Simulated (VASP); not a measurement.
# CaAl35N35 (a cell with a defect) in VASP: electric field gradients with HSE06

Aim: the electric field gradients of CaAl35N35 (a cell with a defect) with HSE06.

All numbers are computed with VASP 6.6.1; they aren't measurements. Logs are shortened: lines on timing, memory, paths and dates and some standing lists are left out, and cuts for length are marked.

### Step 1. The cell of the first run

The cell holds a defect, 71 atoms: a = 9.389 Å, b = 9.389 Å, c = 10.035 Å, α = 90.00°, β = 90.00°, γ = 120.00°.

### Step 2. Electric field gradients, HSE06, collinear spin

POSCAR

```
CaAl35N35
1.0
    9.3892708692      0.0000000866      0.0000000000
   -4.6946355096      8.1313470524      0.0000000000
    0.0000000000      0.0000000000     10.0348065929
Al N Ca
35 35 1
Direct
    0.2244900084      0.1117603241      0.2498371504
    0.0956929615      0.1995291139      0.5089683500
    0.2251167194      0.1102709302      0.7503733069
    0.1056465723      0.2111995315      0.9968796585
    0.2211876348      0.4436513759      0.1891262727
    0.0954389840      0.5614970133      0.5088307894
    0.2221049638      0.4441109457      0.7610961478
    0.1056672522      0.5606617497      0.9968150882
    0.2244342333      0.7787719043      0.2496936698
    0.1115322710      0.8885276003      0.4997116642
    0.2251478337      0.7809181545      0.7502670602
    0.1115500741      0.8888675044      1.0009466835
    0.5551828841      0.1108207038      0.2502102435
    0.4494021579      0.2231586989      0.5004957609
    0.5556656130      0.1109705323      0.7500675112
    0.4455858829      0.2213939699      0.9998980372
    0.5600963579      0.4419419243      0.2482771603
    0.5555881084      0.4446701865      0.7515916065
    0.4543514016      0.5604635415      0.9935073389
    0.5605723740      0.7850818419      0.2479849573
    0.4497065052      0.8932866110      0.5004002524
    0.5557201613      0.7773158944      0.7517183053
    0.4455515500      0.8906505549      0.9998935108
    0.8880981252      0.1103873381      0.2502129200
    0.7753133760      0.2205211924      0.4998118812
    0.8845845363      0.1086386978      0.7507743463
    0.7768577777      0.2214847374      1.0005849259
    0.8879157040      0.4436695721      0.2500951818
    0.7749312489      0.5547038953      0.4993739956
    0.8844854986      0.4418130592      0.7507426333
    0.7793715594      0.5564597790      0.9999696507
    0.8900468152      0.7780077909      0.2498261397
    0.7755363248      0.8865279430      0.4994280320
    0.8891638716      0.7775020813      0.7493885651
    0.7795149442      0.8891570877      0.9999146398
    0.2236531716      0.1147372968      0.4414798612
    0.1092763049      0.2171678581      0.1888570099
    0.2229696052      0.1099744346      0.9395475747
    0.1115179430      0.2230512811      0.6951055840
    0.1091954102      0.5577091281      0.1886699159
    0.2195021125      0.4431320866      0.9582005926
    0.1114581460      0.5540000974      0.6949586612
    0.2237635137      0.7749153409      0.4414397506
    0.1131061656      0.8893578940      0.1919690021
    0.2230248815      0.7797506947      0.9394734988
    0.1122234473      0.8888504345      0.6891253849
    0.5547913649      0.1110165625      0.4400806723
    0.4439732185      0.2203414443      0.1887263285
    0.5562066662      0.1115517258      0.9398426054
    0.4454569301      0.2223154515      0.6908615240
    0.5653571545      0.4339599969      0.4333003187
    0.4483545729      0.5573317081      0.1927945019
    0.5583872099      0.4430716921      0.9427310230
    0.4406923341      0.5533311022      0.7122089355
    0.5668532294      0.8001866044      0.4329670264
    0.4439615876      0.8895527836      0.1886946676
    0.5585268122      0.7823897413      0.9428945658
    0.4455308223      0.8889296832      0.6908208085
    0.8886142477      0.1118534420      0.4403657352
    0.7785272901      0.2219929243      0.1910183573
    0.8871673082      0.1105003222      0.9396077908
    0.7775900144      0.2214765693      0.6897973873
    0.8880586948      0.4426881725      0.4402211899
    0.7816577029      0.5571150888      0.1888988501
    0.8870607985      0.4431948113      0.9395620410
    0.7782515792      0.5554240753      0.6900260787
    0.8906138974      0.7784097598      0.4405256693
    0.7820050454      0.8904109964      0.1887557587
    0.8903045468      0.7784495736      0.9398290231
    0.7783460899      0.8883266093      0.6901680025
    0.4109586214      0.5400355529      0.4841474192
```

INCAR.step1

```
  PREC = Accurate
  ENCUT = 520
  ISMEAR = -1
  SIGMA = 0.01
  LREAL = Auto
  LASPH = T
  NELM = 200
  ALGO = Normal
  ISIF = 2
  LWAVE = T
  LCHARG = F
  ISPIN = 2
  MAGMOM = 0 0.02 0 0 0 0.02 0 0 0 0 0 0 0 0 0 0 0 0 0 0 0 0 0 0 0 0 0 0 0 0 0 0 0 0 0 0.01 0.01 0 0.03 0.01 0 0.03 0.01 0 0 0 0 0 0 0 0.01 0 0 0 0.02 0 0 0 0.04 0 0 0 0.03 0 0 0 0 0 0 0 0.03
  LORBIT = 11
  NUPDOWN = 1.0
  GGA = PE
  EDIFF = 1E-5
  NELECT = 289.0
  NBANDS = 190
  GGA_COMPAT = F
  ISYM = -1
  KPAR = 1
```

INCAR.step2

```
  PREC = Accurate
  ENCUT = 520
  EDIFF = 1E-8
  ISMEAR = -1
  SIGMA = 0.01
  LREAL = Auto
  LASPH = T
  NELM = 200
  ALGO = Normal
  ISIF = 2
  LWAVE = F
  LCHARG = F
  ISPIN = 2
  MAGMOM = 0 0.02 0 0 0 0.02 0 0 0 0 0 0 0 0 0 0 0 0 0 0 0 0 0 0 0 0 0 0 0 0 0 0 0 0 0 0.01 0.01 0 0.03 0.01 0 0.03 0.01 0 0 0 0 0 0 0 0.01 0 0 0 0.02 0 0 0 0.04 0 0 0 0.03 0 0 0 0 0 0 0 0.03
  LORBIT = 11
  NUPDOWN = 1.0
  GGA = PE
  LHFCALC = T
  HFSCREEN = 0.2079
  PRECFOCK = Fast
  LEFG = T
  ISTART = 1
  NELECT = 289.0
  NBANDS = 190
  GGA_COMPAT = F
  ISYM = -1
  KPAR = 1
```

KPOINTS

```
explicit points
1
Reciprocal
  0.25000000   0.25000000   0.25000000 1
```

Potentials or basis: VASP PAW PBE potentials, release 64 (Al, N, Ca_sv).

The run is started by

```
$ cat potpaw_PBE.64/Al/POTCAR potpaw_PBE.64/N/POTCAR potpaw_PBE.64/Ca_sv/POTCAR > POTCAR
$ cp INCAR.step1 INCAR
$ mpirun -np 4 vasp_std > vasp.out
$ cp INCAR.step2 INCAR
$ mpirun -np 4 vasp_std > vasp.out
```

OUTCAR:

```text
PREC = Accurate
   ENCUT = 520
   EDIFF = 1E-8
   ISMEAR = -1
   LREAL = Auto
   LASPH = T
   NELM = 200
   ISIF = 2
   ISPIN = 2
   LORBIT = 11
   NUPDOWN = 1.0
   GGA = PE
   LHFCALC = T
   HFSCREEN = 0.2079
   PRECFOCK = Fast
   ISTART = 1
   NELECT = 289.0
   ISYM = -1

 ion  position               nearest neighbor table
   1  0.224  0.112  0.250-  48 1.89  37 1.90  44 1.90  36 1.92  16 3.09  12 3.09  10 3.10   4 3.10
                            13 3.11  14 3.11  17 3.13   9 3.13  32 3.14   2 3.15  24 3.15   5 3.19
   2  0.096  0.200  0.509-  59 1.83  36 1.87  39 1.88  33 2.97  26 2.98  10 3.00   3 3.01  71 3.10
                            24 3.10  25 3.11   1 3.15  14 3.22   7 3.22
   3  0.225  0.110  0.750-  50 1.89  38 1.90  46 1.90  39 1.92   2 3.01   4 3.06  16 3.08  11 3.09
                            12 3.09  10 3.09  15 3.10  14 3.10  18 3.12  34 3.14   7 3.15  26 3.19
   4  0.106  0.211  0.997-  61 1.87  38 1.87  41 1.93  37 1.93   5 2.70   7 3.03  35 3.04  12 3.05
                            26 3.06   3 3.06  24 3.10   1 3.10  27 3.14  16 3.15  19 3.28   8 3.28
   5  0.221  0.444  0.189-  40 1.84  37 1.84  52 1.85  41 2.32   4 2.70   8 2.70  19 2.73  24 3.19
                            28 3.19   9 3.19   1 3.19  17 3.24  20 3.25
   6  0.095  0.561  0.509-  63 1.83  43 1.87  42 1.88  30 2.98  29 2.98  10 3.00  11 3.01  71 3.08
                            28 3.10  25 3.11   9 3.15   7 3.22  21 3.23
   7  0.222  0.444  0.761-  54 1.84  42 1.91  39 1.92  41 1.98  19 3.00   8 3.03   4 3.03  18 3.13
                            22 3.13  11 3.15   3 3.15  30 3.16  26 3.16  71 3.18   6 3.22   2 3.22
   8  0.106  0.561  0.997-  65 1.87  45 1.87  41 1.92  40 1.93   5 2.70   7 3.03  31 3.04  12 3.05
                            11 3.06  30 3.06   9 3.10  28 3.10  27 3.14  23 3.15  19 3.27   4 3.28
   9  0.224  0.779  0.250-  56 1.89  44 1.90  40 1.90  43 1.92  23 3.08  12 3.09  10 3.09   8 3.10
[... 43 lines left out ...]
  31  0.779  0.556  1.000-  53 1.89  64 1.90  65 1.90  69 1.90   8 3.04  17 3.06  19 3.07  30 3.07
                            18 3.09  32 3.09  28 3.09  34 3.09  12 3.12  35 3.12  27 3.13  16 3.14
  32  0.890  0.778  0.250-  68 1.89  64 1.90  44 1.90  67 1.91  12 3.08  10 3.09  31 3.09  35 3.09
                            33 3.09  29 3.09  17 3.13  20 3.13  28 3.13  24 3.13   9 3.14   1 3.14
  33  0.776  0.887  0.499-  55 1.83  67 1.91  70 1.91  59 1.93   2 2.97  20 3.07  21 3.09  32 3.09
                            24 3.09  34 3.09  22 3.10  26 3.10  29 3.11  25 3.14  10 3.15
  34  0.889  0.778  0.749-  70 1.90  66 1.90  69 1.91  46 1.91  10 3.09  31 3.09  35 3.09  33 3.09
                            29 3.09  12 3.11  18 3.13  22 3.13  30 3.13  26 3.13  11 3.14   3 3.14
  35  0.780  0.889  1.000-  57 1.89  68 1.90  61 1.90  69 1.90   4 3.04  20 3.06  19 3.07  26 3.07
                            22 3.08  32 3.09  24 3.09  34 3.09  12 3.12  31 3.12  27 3.13  23 3.14
  36  0.224  0.115  0.441-   2 1.87   1 1.92  14 1.93  10 1.93
  37  0.109  0.217  0.189-   5 1.84   1 1.90  24 1.90   4 1.93
  38  0.223  0.110  0.940-   4 1.87   3 1.90  12 1.90  16 1.91
  39  0.112  0.223  0.695-   2 1.88   7 1.92   3 1.92  26 1.93
  40  0.109  0.558  0.189-   5 1.84   9 1.90  28 1.90   8 1.93
  41  0.220  0.443  0.958-   8 1.92   4 1.93  19 1.94   7 1.98   5 2.32
  42  0.111  0.554  0.695-   6 1.88   7 1.91  11 1.93  30 1.93
  43  0.224  0.775  0.441-   6 1.87   9 1.92  10 1.93  21 1.93
  44  0.113  0.889  0.192-   9 1.90   1 1.90  32 1.90  12 1.92
  45  0.223  0.780  0.939-   8 1.87  12 1.90  11 1.90  23 1.91
  46  0.112  0.889  0.689-  11 1.90  10 1.90   3 1.90  34 1.91
  47  0.555  0.111  0.440-  14 1.87  21 1.87  25 1.89  13 1.91
[... 21 lines left out ...]
  69  0.890  0.778  0.940-  35 1.90  12 1.90  31 1.90  34 1.91
  70  0.778  0.888  0.690-  26 1.89  34 1.90  22 1.91  33 1.91
  71  0.411  0.540  0.484-  55 2.19  51 2.19  54 2.30   6 3.08   2 3.10  20 3.11  17 3.11  21 3.15
                             7 3.18  14 3.18

IMPORTANT INFORMATION: All symmetrisations will be switched off!
NOSYMM: (Re-)initialisation of all symmetry stuff for point group C_1.

----------------------------------------------------------------------------------------

                                     Primitive cell

  volume of cell :     766.1316

  direct lattice vectors                    reciprocal lattice vectors
     9.389270869  0.000000087  0.000000000     0.106504542  0.061490427  0.000000000
[... 578 lines left out ...]

 VOLUME and BASIS-vectors are now :
 -----------------------------------------------------------------------------
  energy-cutoff  :      520.00
  volume of cell :      766.13
      direct lattice vectors                 reciprocal lattice vectors
     9.389270869  0.000000087  0.000000000     0.106504542  0.061490427  0.000000000
    -4.694635510  8.131347052  0.000000000    -0.000000001  0.122980853  0.000000000
     0.000000000  0.000000000 10.034806593     0.000000000  0.000000000  0.099653141

 POSITION                                       TOTAL-FORCE (eV/Angst)
 -----------------------------------------------------------------------------------
      1.58312      0.90876      2.50707         0.018727     -0.013788     -0.023658
     -0.03823      1.62244      5.10740        -0.045605     -0.274417      0.070501
      1.59600      0.89665      7.52985         0.015541     -0.000596      0.020705
      0.00044      1.71734     10.00349        -0.000097     -0.008790     -0.007470
     -0.00599      3.60748      1.89785         0.005403      0.006589     -0.223215
     -1.73992      4.56573      5.10602        -0.265779      0.104067      0.075079
[... 63 lines left out ...]
      3.13773      7.22329      6.92570         0.008617      0.016439      0.005090
      1.32333      4.39122      4.85833         0.103768      0.046357      0.015666
 -----------------------------------------------------------------------------------
    total drift:                               -0.004059     -0.007851      0.061085

  FREE ENERGIE OF THE ION-ELECTRON SYSTEM (eV)
  ---------------------------------------------------
  free  energy   TOTEN  =      -617.6405293380 eV

  energy  without entropy=     -617.6405293380  energy(sigma->0) =     -617.64052934

 Electric field gradients (V/A^2)
---------------------------------------------------------------------
 ion       V_xx      V_yy      V_zz      V_xy      V_xz      V_yz
---------------------------------------------------------------------
   1      -4.940    -2.325     7.265    -1.806     2.903    -0.318
   2     -37.937    50.752   -12.816    -4.450    -6.407   -30.391
   3      -0.851    -0.586     1.437    -3.814     4.759    -1.194
   4     -17.311     4.768    12.543     1.759    -0.773    -9.160
   5     -39.054   -38.123    77.177     2.882    -2.492    -1.166
   6      23.256    -9.850   -13.406   -39.077   -29.965     9.779
[... 63 lines left out ...]
  70      -0.422     2.493    -2.071     3.113    -1.457    -0.587
  71       6.924    -6.238    -0.687    10.114    13.492     8.687
---------------------------------------------------------------------

 Electric field gradients after diagonalization (V/A^2)
 (convention: |V_zz| > |V_xx| > |V_yy|)
----------------------------------------------------------------------
 ion       V_xx      V_yy      V_zz     asymmetry (V_yy - V_xx)/ V_zz
----------------------------------------------------------------------
   1      -6.318    -1.652     7.970       0.585
   2     -41.476   -21.498    62.974       0.317
   3      -5.806    -0.958     6.764       0.717
   4     -17.451    -1.229    18.679       0.868
   5     -41.519   -35.724    77.244       0.075
   6     -40.059   -21.513    61.572       0.301
[... 63 lines left out ...]
  70      -3.259    -1.459     4.718       0.382
  71     -12.593   -10.571    23.164       0.087
----------------------------------------------------------------------

           NMR quadrupolar parameters

 Cq : quadrupolar parameter    Cq=e*Q*V_zz/h
 eta: asymmetry parameters     (V_yy - V_xx)/ V_zz
 Q  : nuclear electric quadrupole moment in mb (millibarn)
----------------------------------------------------------------------
 ion       Cq(MHz)       eta       Q (mb)
----------------------------------------------------------------------
   1       0.019       0.585       1.000
   2       0.152       0.317       1.000
   3       0.016       0.717       1.000
   4       0.045       0.868       1.000
   5       0.187       0.075       1.000
   6       0.149       0.301       1.000
[... 63 lines left out ...]
  70       0.011       0.382       1.000
  71       0.056       0.087       1.000
----------------------------------------------------------------------

 total charge

# of ion       s       p       d       tot
------------------------------------------
    1        0.417   0.443   0.000   0.860
    2        0.446   0.439   0.000   0.885
    3        0.419   0.446   0.000   0.864
    4        0.422   0.455   0.000   0.877
    5        0.440   0.449   0.000   0.888
    6        0.449   0.438   0.000   0.886
[... 63 lines left out ...]
   70        1.223   2.629   0.000   3.852
   71        2.067   5.886   0.372   8.326
--------------------------------------------------
tot         59.666 113.672   0.372 173.710

 magnetization (x)

# of ion       s       p       d       tot
------------------------------------------
    1       -0.000  -0.000   0.000  -0.000
    2        0.010   0.031   0.000   0.040
    3        0.000   0.001   0.000   0.001
    4        0.000   0.001   0.000   0.001
    5       -0.001   0.003   0.000   0.002
    6        0.011   0.033   0.000   0.044
[... 63 lines left out ...]
   70        0.000   0.000   0.000   0.000
   71        0.006   0.018   0.026   0.049
--------------------------------------------------
tot          0.046   0.270   0.026   0.342
```

Wall time 22 min (4 MPI ranks of Intel Xeon Platinum 8488C (Sapphire Rapids), shared host); peak memory 0.72 GiB.

Results:

| Item | Value |
| --- | --- |
| Free energy | -617.6405 eV |
| Largest force | 0.295 eV/Å |
| Net moment | 1.00 μB per cell |
| Site moments | Al -0.00, +0.04, +0.00 (each value once); N +0.01, +0.00, +0.03, -0.00 (each value once); Ca +0.05 μB |
| Largest electric field gradient by atom | Al +8.0, +63.0, +6.8, +18.7, +77.2, +61.6, -19.9, +18.5, +8.1, -7.5, +7.5, +3.8, -2.9, +15.6, -3.6, +7.0, -14.2, +28.2, +9.4, +16.0, -11.4, +3.9, -7.2, -5.5, +8.9, -3.7, -7.0, -18.6, +9.3, +2.5, -4.7, -20.4, -4.2 (each value once); N +13.4, +5.8, +4.4, -8.2, +3.1, +12.2, +6.6, +13.6, -3.2, +4.6, +3.3, -13.0, -5.3, +3.9, +3.4, -24.2, +9.9, -7.3, -16.8, -22.0, -6.1, -6.3, +3.0, +3.5, -1.9, -4.4, +5.3, +3.8, +4.7 (each value once); Ca +23.2 V/Å² |
| Valence electrons inside the program's atomic spheres | Al 0.86, 0.89, 0.88, 0.85, 0.87 (each value once); N 3.84, 3.87, 3.83, 3.85, 3.88, 3.86 (each value once); Ca 8.33 |

Forces on the atoms (eV/Å):
```
Al   0.019 -0.014 -0.024
Al  -0.046 -0.274  0.071
Al   0.016 -0.001  0.021
Al   0.000 -0.009 -0.007
Al   0.005  0.007 -0.223
Al  -0.266  0.104  0.075
Al   0.050  0.029 -0.001
Al  -0.007  0.000 -0.002
Al  -0.005  0.023 -0.022
Al  -0.021 -0.009  0.014
Al   0.005  0.018  0.024
Al   0.007  0.002 -0.002
Al   0.002 -0.004  0.013
Al   0.076  0.044 -0.046
Al  -0.004  0.000  0.015
Al   0.014  0.003  0.013
Al   0.042 -0.016  0.060
Al  -0.023  0.011  0.025
Al   0.022  0.011 -0.019
Al   0.008  0.049  0.069
Al   0.086  0.046 -0.044
Al   0.001 -0.022  0.031
Al   0.011  0.010  0.016
Al  -0.021 -0.027 -0.003
Al  -0.029 -0.022 -0.010
Al  -0.010 -0.011  0.022
Al  -0.012 -0.010  0.005
Al  -0.029  0.000 -0.005
Al  -0.042 -0.057 -0.038
Al  -0.016 -0.003  0.023
Al  -0.009 -0.016  0.015
Al  -0.007 -0.005 -0.002
Al  -0.088  0.000 -0.046
Al  -0.007 -0.001  0.004
Al  -0.015 -0.001  0.015
N   -0.076  0.025  0.025
N    0.004  0.107 -0.023
N   -0.032  0.004  0.002
N   -0.005 -0.005 -0.078
N    0.092 -0.047 -0.022
N   -0.001 -0.002  0.043
N   -0.003 -0.005 -0.081
N   -0.014 -0.080  0.023
N    0.004  0.003 -0.003
N   -0.013 -0.033  0.001
N    0.009  0.003 -0.013
N   -0.014 -0.004  0.020
N   -0.009  0.004 -0.015
N   -0.002 -0.003 -0.004
N   -0.010 -0.016 -0.001
N    0.146 -0.097 -0.048
N   -0.110 -0.063 -0.021
N   -0.022  0.025  0.003
N   -0.025 -0.015  0.162
N   -0.019  0.161 -0.053
N   -0.006 -0.006 -0.019
N    0.011 -0.036 -0.002
N   -0.022 -0.002 -0.003
N    0.102  0.049  0.045
N    0.006  0.009 -0.012
N    0.035  0.006  0.001
N    0.006  0.006 -0.003
N    0.086  0.060  0.042
N    0.001 -0.013 -0.018
N    0.023  0.030 -0.001
N    0.018 -0.003  0.004
N    0.027  0.012  0.007
N   -0.011  0.007 -0.018
N    0.004  0.002  0.001
N    0.009  0.016  0.005
Ca   0.104  0.046  0.016
```

Electric field gradients, principal values (V/Å²):
```csv
atom,least,middle,greatest (by size)
1 Al,-1.652,-6.318,7.970
2 Al,-21.498,-41.476,62.974
3 Al,-0.958,-5.806,6.764
4 Al,-1.229,-17.451,18.679
5 Al,-35.724,-41.519,77.244
6 Al,-21.513,-40.059,61.572
7 Al,3.435,16.459,-19.894
8 Al,-4.040,-14.489,18.529
9 Al,-0.750,-7.313,8.063
10 Al,3.531,3.986,-7.517
11 Al,-0.370,-7.092,7.462
12 Al,-0.471,-3.333,3.804
13 Al,0.150,2.755,-2.905
14 Al,-3.241,-12.394,15.635
15 Al,0.771,2.801,-3.571
16 Al,0.171,3.401,-3.572
17 Al,-0.631,-6.350,6.981
18 Al,4.720,9.498,-14.218
19 Al,-3.124,-25.122,28.246
20 Al,-3.217,-6.195,9.412
21 Al,-2.743,-13.213,15.955
22 Al,2.181,9.223,-11.405
23 Al,-0.046,-3.806,3.852
24 Al,1.752,5.400,-7.152
25 Al,1.625,3.853,-5.478
26 Al,-1.477,-7.452,8.929
27 Al,0.296,3.382,-3.678
28 Al,2.135,4.893,-7.028
29 Al,6.479,12.140,-18.619
30 Al,-1.459,-7.814,9.274
31 Al,-0.305,-2.196,2.502
32 Al,0.223,4.525,-4.748
33 Al,7.412,13.035,-20.447
34 Al,0.884,3.858,-4.742
35 Al,1.722,2.518,-4.240
36 N,-2.578,-10.853,13.431
37 N,-0.789,-4.969,5.757
38 N,-1.127,-3.253,4.380
39 N,1.799,6.415,-8.214
40 N,-0.851,-2.213,3.063
41 N,-4.053,-8.138,12.191
42 N,-2.305,-4.328,6.633
43 N,-2.763,-10.840,13.603
44 N,0.405,2.832,-3.237
45 N,-0.425,-4.169,4.595
46 N,-0.877,-2.403,3.280
47 N,4.084,8.897,-12.981
48 N,0.367,4.906,-5.274
49 N,-1.360,-2.526,3.886
50 N,-1.301,-2.103,3.404
51 N,10.647,13.578,-24.225
52 N,-0.866,-9.062,9.927
53 N,1.016,6.264,-7.281
54 N,4.335,12.487,-16.821
55 N,9.473,12.526,-22.000
56 N,0.050,6.095,-6.145
57 N,2.259,4.040,-6.299
58 N,-1.279,-1.704,2.983
59 N,-0.315,-3.181,3.496
60 N,-1.580,-1.855,3.435
61 N,0.613,1.274,-1.887
62 N,-1.312,-1.665,2.978
63 N,-0.394,-2.944,3.338
64 N,0.049,4.385,-4.433
65 N,-1.785,-3.468,5.253
66 N,-1.479,-2.388,3.867
67 N,-0.388,-3.498,3.887
68 N,0.521,3.880,-4.401
69 N,-1.112,-2.666,3.778
70 N,-1.459,-3.259,4.718
71 Ca,-10.571,-12.593,23.164
```

Caveat: the cell carries a net charge on a neutralising background, which shifts energy and pressure; without QUAD_EFG the Cq values of the log hold for a quadrupole moment of 1 mb, not for the nuclei; the PAW data sets were made with another functional, which shifts forces and pressure a little; the total moment is fixed, so each spin has its own Fermi level and the state may be an excited one.
